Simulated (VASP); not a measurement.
A run of VASP 6.6.1:

The input INCAR:

```
ALGO = Normal
EDIFF = 1E-6
ENCUT = 500
GGA = PE
GGA_COMPAT = False
ISIF = 2
ISMEAR = 0
ISPIN = 2
LASPH = True
LCHARG = False
LMAXMIX = 4
LORBIT = 11
LREAL = False
LWAVE = False
MAGMOM = 0 0 0.125
NBANDS = 22
NELM = 200
NUPDOWN = 0.125
PREC = Accurate
SIGMA = 0.15
```

KPOINTS

```
k-points
0
Gamma
  12 12 8
```

Contents of POSCAR:

```
Te2Pt
1.0
    3.9717110281      0.0000000000      0.0000000000
   -1.9858555140      3.4396026469      0.0000000000
    0.0000000000      0.0000000000      5.2344217783
Te Pt
2 1
Direct
    0.3333333333      0.6666666667      0.2528728645
    0.6666666667      0.3333333333      0.7471271355
    0.0000000000      0.0000000000      0.0000000000
```

Potentials or basis: VASP PAW PBE potentials, release 64 (Te, Pt).

The run is started by

```console
$ cat potpaw_PBE.64/Te/POTCAR potpaw_PBE.64/Pt/POTCAR > POTCAR
$ mpirun -np 1 vasp_std > vasp.out
```

Hardware: 1 thread of Intel(R) Xeon(R) 6975P-C (Granite Rapids), with other jobs on the host.

Estimate the wall time of this run.

Wall time 2.9 min on 1 thread of Intel(R) Xeon(R) 6975P-C (Granite Rapids) (shared host), peak memory 0.42 GiB. Counts: scf iterations 14, k points 131.
